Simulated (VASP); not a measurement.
A run of VASP 6.6.1:

File INCAR:

```
SYSTEM = BePd
PREC = Accurate
ENCUT = 600
EDIFF = 1E-8
ISMEAR = -1
SIGMA = 0.15
LREAL = .False.
LASPH = .True.
NELM = 100
ALGO = Normal
ISIF = 3
LWAVE = .False.
LCHARG = .False.
GGA = PS
NBANDS = 13
IBRION = 6
NFREE = 2
POTIM = 0.015
NSW = 1
```

File KPOINTS:

```
Automatic mesh
0
Gamma
  14 14 14
  0 0 0
```

File POSCAR:

```
BePd
1.0
    2.7986080271      0.0000000000      0.0000000000
    0.0000000000      2.7986080271      0.0000000000
    0.0000000000      0.0000000000      2.7986080271
Be Pd
1 1
Direct
    0.0000000000      0.0000000000      0.0000000000
    0.5000000000      0.5000000000      0.5000000000
```

Potentials or basis: VASP PAW PBE potentials, release 64 (Be, Pd).

Launch:

```sh
$ cat potpaw_PBE.64/Be/POTCAR potpaw_PBE.64/Pd/POTCAR > POTCAR
$ mpirun -np 1 vasp_std > vasp.out
```

Hardware: 1 thread of AMD EPYC 9R45 96-Core Processor (Zen 5) (shared host).

Task: Estimate the wall time of this run.

Result: Run time: 10 min on 1 thread of AMD EPYC 9R45 96-Core Processor (Zen 5) (shared host), peak memory 0.52 GiB. Counts: scf iterations 161, k points 120.
